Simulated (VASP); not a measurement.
SiC, 2 atoms in the cell. It takes space group F-43m (No. 216, cubic). Conventional cell: a = 4.358 Å, b = 4.358 Å, c = 4.358 Å, α = 90.00°, β = 90.00°, γ = 90.00°. Si (site symmetry -43m) has 4 C at 1.89 Å within 2.5 Å. Within 2.5 Å of C (site symmetry -43m) lie 4 Si at 1.89 Å. 

| Quantity | Value |
| --- | --- |
| Program | VASP 6.6.1 |
| Task | relaxation of the atoms |
| Functional | PBE |
| Potentials or basis | VASP PAW PBE potentials, release 64 (Si, C) |
| Cutoff | 520 eV |
| k mesh | 17 × 17 × 17 |
| Occupations | fermi-dirac, width 0.02 eV |
| Spin | no spin polarisation |
| Dipole correction | no |
| Further INCAR settings | ALGO = Normal; EDIFF = 1e-06; IBRION = 2; EDIFFG = -0.02; NSW = 80 |

Potentials or basis: VASP PAW PBE potentials, release 64 (Si, C).

Command:

```sh
$ cat potpaw_PBE.64/Si/POTCAR potpaw_PBE.64/C/POTCAR > POTCAR
$ mpirun -np 1 vasp_std > vasp.out
```

Hardware: 1 thread of Intel(R) Xeon(R) Platinum 8259CL CPU @ 2.50GHz (Skylake/Cascade Lake), on a shared host.

**Question.** Estimate the wall time of this run.

**Answer.** It took 12 s on 1 thread of Intel(R) Xeon(R) Platinum 8259CL CPU @ 2.50GHz (Skylake/Cascade Lake) (shared host), peak memory 0.15 GiB. Counts: scf iterations 12, k points 165, ion steps 1.
